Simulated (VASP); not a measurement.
Here is a VASP 6.6.1 calculation.

Contents of INCAR:

```
SYSTEM = VO2
ALGO     = Normal         ! electronic algorithm
EDIFF    = 1E-6           ! SCF threshold, eV
ENCUT    = 600            ! plane-wave cutoff, eV
GGA      = PE             ! functional
GGA_COMPAT= .False.      
ISIF     = 2              ! what is computed and relaxed
ISMEAR   = 0              ! smearing method
ISPIN    = 2              ! spin polarisation
LASPH    = .True.         ! aspherical terms in the spheres
LCHARG   = .False.        ! write CHGCAR
LDAU     = .True.         ! DFT+U
LDAUJ    = 0 0          
LDAUL    = 2 -1           ! shell
LDAUPRINT= 1            
LDAUTYPE = 2            
LDAUU    = 2 0            ! U, eV
LMAXMIX  = 4              ! l up to which the mixer works
LORBIT   = 11             ! projections on sites
LREAL    = .False.        ! projectors in reciprocal space
LWAVE    = .False.        ! write WAVECAR
MAGMOM   = 1 1 0 0 0 0    ! initial moments
NBANDS   = 38             ! bands
NELM     = 200            ! most SCF steps
PREC     = Accurate       ! precision mode
SIGMA    = 0.05           ! smearing width, eV
```

The input KPOINTS:

```
k-points
0
Gamma
  4 4 7
  0 0 0
```

The input POSCAR:

```
VO2
1.0
    4.5546007500      0.0000000000      0.0000000000
    0.0000000000      4.5546007500      0.0000000000
    0.0000000000      0.0000000000      2.8528004700
V O
2 4
Direct
    0.0000000000      0.0000000000      0.0000000000
    0.5000000000      0.5000000000      0.5000000000
    0.3001000000      0.3001000000      0.0000000000
    0.1999000000      0.8001000000      0.5000000000
    0.6999000000      0.6999000000      0.0000000000
    0.8001000000      0.1999000000      0.5000000000
```

Potentials or basis: VASP PAW PBE potentials, release 64 (V_sv, O).

Launch:

```sh
$ cat potpaw_PBE.64/V_sv/POTCAR potpaw_PBE.64/O/POTCAR > POTCAR
$ mpirun -np 1 vasp_std > vasp.out
```

Question: Predict the site moments.

Answer: V +1.13; O -0.09 μB.

Question: Estimate the net moment.

Answer: 2.00 μB per cell.

Question: Predict the band gap on the k mesh.

Answer: Zero (filled and empty bands overlap).

Eigenvalues of the final occupation matrices:
```tsv
site	spin	trace	eigenvalues
site 1 d	1	2.00	0.33 0.34 0.35 0.39 0.59
site 1 d	2	0.89	0.09 0.11 0.11 0.28 0.30
site 2 d	1	2.00	0.33 0.34 0.35 0.39 0.59
site 2 d	2	0.89	0.09 0.11 0.11 0.28 0.30
```

 The state reached can hang on the start; a lower one may exist.
